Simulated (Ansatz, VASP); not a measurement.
**One calculation of Zr2O, two programs**

```xyz
6
Lattice="4.1035 0.0000 0.0000 0.0000 4.1035 0.0000 0.0000 0.0000 5.9074" Properties=species:S:1:pos:R:3 pbc="T T T"
Zr    0.0000    2.0517    1.1992
Zr    0.0000    2.0517    4.1529
Zr    2.0517    0.0000    1.7545
Zr    2.0517    0.0000    4.7082
O     0.0000    0.0000    0.0000
O     2.0517    2.0517    2.9537
```

Alike in both runs: task single point; functional r2SCAN; k mesh 4 × 4 × 4; occupations gaussian, width 0.1 eV; no spin polarisation.

```csv
,VASP,Ansatz
version,VASP 6.6.1,Ansatz 0.2.0
potentials or method,"VASP PAW PBE potentials, release 64 (Zr_sv, O), cutoff 520 eV","scalar-relativistic, plane waves, PAW"
valence electrons in the cell,60,60
```

```csv
,VASP,Ansatz,Ansatz less VASP
gap on the k mesh at the Fermi level (eV),none,none,-
pressure (GPa),-6.4,-6.5,-0.10
"traceless stress, the component that is largest in VASP (GPa)",-1.50,-1.48,+0.015
rms of the force components (eV/Å),0.350,0.351,+0.0008
```

VASP's potentials were made for PBE, not for r2SCAN. Atom by atom the forces differ by 0.001 eV/Å (rms over components). A gap of «none» marks a metal or a gap that the smearing closes.

The k mesh is coarse, so the values compare programs but aren't converged.
